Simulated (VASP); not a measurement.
Nb, 1 atom in the cell. It takes space group Im-3m (No. 229, cubic). The conventional cell has a = 3.494 Å, b = 3.494 Å, c = 3.494 Å, α = 90.00°, β = 90.00°, γ = 90.00°. Within 4.0 Å of Nb (site symmetry m-3m) lie 14 Nb at 3.03 to 3.49 Å.  This cell differs from its parent crystal: strain +0.050 along x and y, +0.050 along z.

| Item | Value |
| --- | --- |
| Program | VASP 6.6.1 |
| Task | single point |
| Functional | r2SCAN |
| Potentials or basis | VASP PAW PBE potentials, release 64 (Nb_sv) |
| Cutoff | 520 eV |
| k mesh | 20 × 20 × 20 |
| Occupations | gaussian, width 0.15 eV |
| Spin | no spin polarisation |
| Dipole correction | no |
| Further INCAR settings | ALGO = Normal; EDIFF = 1e-06; NBANDS = 12 |

Potentials or basis: VASP PAW PBE potentials, release 64 (Nb_sv).

Run with:

```bash
$ cat potpaw_PBE.64/Nb_sv/POTCAR > POTCAR
$ cp INCAR.step1 INCAR
$ mpirun -np 1 vasp_std > vasp.out
$ cp INCAR.step2 INCAR
$ mpirun -np 1 vasp_std > vasp.out
```

Hardware: 1 thread of Intel(R) Xeon(R) Platinum 8375C CPU @ 2.90GHz (Ice Lake) (shared host).

Problem. Estimate the wall time of this run.

Solution. It took 2.4 min on 1 thread of Intel(R) Xeon(R) Platinum 8375C CPU @ 2.90GHz (Ice Lake), with other jobs on the host, peak memory 0.19 GiB. Counts: k points 256.
